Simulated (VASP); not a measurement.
**Tc: relaxation of cell and atoms with r2SCAN**

Tc:

```
Tc
1.0
     0.00000    2.75111    2.75111
     2.75111    0.00000    2.75111
     2.75111    2.75111    0.00000
Tc
2
Direct
  0.00000 0.00000 0.00000
  0.25000 0.25000 0.25000
```

This isn't the form of Tc at room conditions, which is hcp.

```yaml
Program: VASP 6.6.1
Task: relaxation of cell and atoms
Functional: r2SCAN
Potentials_or_basis: VASP PAW PBE potentials, release 64 (Tc_pv)
Cutoff: 600 eV
k_mesh: 6 × 6 × 6
Occupations: fermi-dirac, width 0.05 eV
Spin: no spin polarisation
Dipole_correction: no
Further_INCAR_settings: ALGO = Normal; EDIFF = 1e-07; IBRION = 2; EDIFFG = -0.03; NSW = 80; ISIF = 3
```

```json
{
 "Relaxed volume": "20.93 Å³/atom",
 "Relaxed cell": "a = 3.897 Å, b = 3.897 Å, c = 3.897 Å, α = 60.00°, β = 60.00°, γ = 60.00°",
 "Space group after relaxing (to 0.1 Å)": "Fd-3m (No. 227)",
 "Energy gained by relaxing": "0.3 meV/atom",
 "Ionic steps": "3",
 "Pressure after relaxing": "0.0 GPa",
 "Band gap on the k mesh": "zero (bands 13 and 14 overlap by 1.05 eV)"
}
```

The path:
```
step  energy change (eV)  largest force (eV/Å)  pressure (GPa)  volume (Å³)
   1              0.0000                0.0000            0.82        41.64
   2              0.0017                0.0000           -1.65        42.29
   3             -0.0005                0.0000            0.00        41.85
```

Final structure:
```xyz
2
Lattice="0.0000 2.7556 2.7556 2.7556 0.0000 2.7556 2.7556 2.7556 0.0000" Properties=species:S:1:pos:R:3 pbc="T T T"
Tc    0.0000    0.0000    0.0000
Tc    1.3778    1.3778    1.3778
```

Levels at points of the mesh, in eV from the Fermi level:
```csv
k point,band 9,band 10,band 11,band 12,band 13,band 14,band 15,band 16,band 17
"(0.00, 0.00, 0.00)",-3.17,-2.43,-2.43,-2.43,0.60,0.60,0.60,3.45,3.45
"(0.50, 0.00, 0.00)",-2.84,-2.72,-2.70,-2.70,0.04,1.44,1.44,2.84,2.84
"(0.50, 0.50, 0.00)",-2.66,-2.66,-0.65,-0.65,-0.29,-0.29,3.16,3.16,4.60
```

Run time: 110 s on 1 thread of Intel(R) Xeon(R) Platinum 8259CL CPU @ 2.50GHz (Skylake/Cascade Lake) (shared host), peak memory 0.2 GiB.

Caveat: the PAW data sets were made with another functional, which shifts forces and pressure a little.
